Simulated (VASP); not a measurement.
A run of VASP 6.6.1:

Contents of INCAR:

```
PREC = Accurate
ENCUT = 520
EDIFF = 1E-7
ISMEAR = 0
SIGMA = 0.012
LREAL = F
LASPH = T
NELM = 100
ALGO = Normal
ISIF = 2
LWAVE = F
LCHARG = F
GGA = PE
NBANDS = 11
```

Contents of KPOINTS:

```
regular mesh
0
Gamma
  12 8 6
```

POSCAR

```
BAs
1.0
    2.1275493300      0.0000000000      0.0000000000
    0.0000000000      3.1740629400      0.0000000000
    0.0000000000      0.0000000000      4.9509801800
B As
1 1
Direct
    0.0000000000      0.5000000000      0.0000000000
    0.5000000000      0.5000000000      0.5000000000
```

Potentials or basis: VASP PAW PBE potentials, release 64 (B, As).

The run is started by

```bash
$ cat potpaw_PBE.64/B/POTCAR potpaw_PBE.64/As/POTCAR > POTCAR
$ mpirun -np 1 vasp_std > vasp.out
```

Hardware: 1 thread of Intel Xeon 8259CL, on a shared host.

Q: Estimate the wall time of this run.

A: It took 48 s on 1 thread of Intel Xeon 8259CL, with other jobs on the host, peak memory 0.18 GiB. Counts: scf iterations 13, k points 140.
